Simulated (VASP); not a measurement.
Wanted: the native input for a VASP 6.6.1 run.

```
Task                   : single point
Functional             : LDA
Potentials or basis    : VASP PAW LDA potentials, release 64 (Si, C)
Cutoff                 : 600 eV
k mesh                 : 10 × 10 × 10
Occupations            : gaussian, width 0.01 eV
Spin                   : no spin polarisation
Dipole correction      : no
Further INCAR settings : ALGO = Normal; EDIFF = 1e-06; NBANDS = 11
```

The structure of SiC (zinc blende) lies in POSCAR:

```
SiC
1.0
    0.0000000000      2.1505369288      2.1505369288
    2.1505369288      0.0000000000      2.1505369288
    2.1505369288      2.1505369288      0.0000000000
Si C
1 1
Direct
    0.0000000000      0.0000000000      0.0000000000
    0.2500000000      0.2500000000      0.2500000000
```

This cell differs from its parent crystal: volume scaled by 0.96.

The input as run:

INCAR

```
PREC     = Accurate       # precision mode
ENCUT    = 600            # plane-wave cutoff, eV
EDIFF    = 1E-6           # SCF threshold, eV
ISMEAR   = 0              # smearing method
SIGMA    = 0.01           # smearing width, eV
LREAL    = False          # projectors in reciprocal space
LASPH    = True           # aspherical terms in the spheres
NELM     = 120            # most SCF steps
ALGO     = Normal         # electronic algorithm
ISIF     = 2              # what is computed and relaxed
LWAVE    = False          # write WAVECAR
LCHARG   = False          # write CHGCAR
NBANDS   = 11             # bands
GGA_COMPAT= False
```

KPOINTS

```
regular mesh
0
Gamma
  10 10 10
```

Potentials or basis: VASP PAW LDA potentials, release 64 (Si, C).

Command:

```bash
$ cat potpaw_LDA.64/Si/POTCAR potpaw_LDA.64/C/POTCAR > POTCAR
$ mpirun -np 1 vasp_std > vasp.out
```

Results of the run:

* Pressure: 4.9 GPa
* Band gap on the k mesh: 1.27 eV, indirect (least direct gap 4.54 eV)

It took 12 s on 1 thread of Intel Xeon 8259CL, with other jobs on the host, peak memory 0.13 GiB.
